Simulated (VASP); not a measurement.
A run of VASP 6.6.1 is set up as follows.

The input INCAR:

```
ALGO = Normal ; EDIFF = 1E-6
ENCUT = 520 ; GGA = PE
ISIF = 2 ; ISMEAR = 0
LASPH = T ; LCHARG = T
LELF = T ; LREAL = F
LVHAR = T ; LWAVE = F
NBANDS = 11 ; NELM = 80
PREC = Accurate ; SIGMA = 0.01
```

File KPOINTS:

```
k-points
0
Gamma
  6 6 6
```

File POSCAR:

```
MgS
1.0
    0.0000000000      2.6015179370      2.6015179370
    2.6015179370      0.0000000000      2.6015179370
    2.6015179370      2.6015179370      0.0000000000
Mg S
1 1
Direct
    0.0000000000      0.0000000000      0.0000000000
    0.5000000000      0.5000000000      0.5000000000
```

Potentials or basis: VASP PAW PBE potentials, release 64 (Mg, S).

Command:

```bash
$ cat potpaw_PBE.64/Mg/POTCAR potpaw_PBE.64/S/POTCAR > POTCAR
$ mpirun -np 1 vasp_std > vasp.out
```

Task: Predict the band gap on the k mesh.

Result: 2.77 eV, indirect (least direct gap 3.71 eV).

Task: Predict the pressure.

Result: 0.9 GPa.

A k mesh can miss the band edges. As with any semilocal functional, this PBE gap is likely too small.
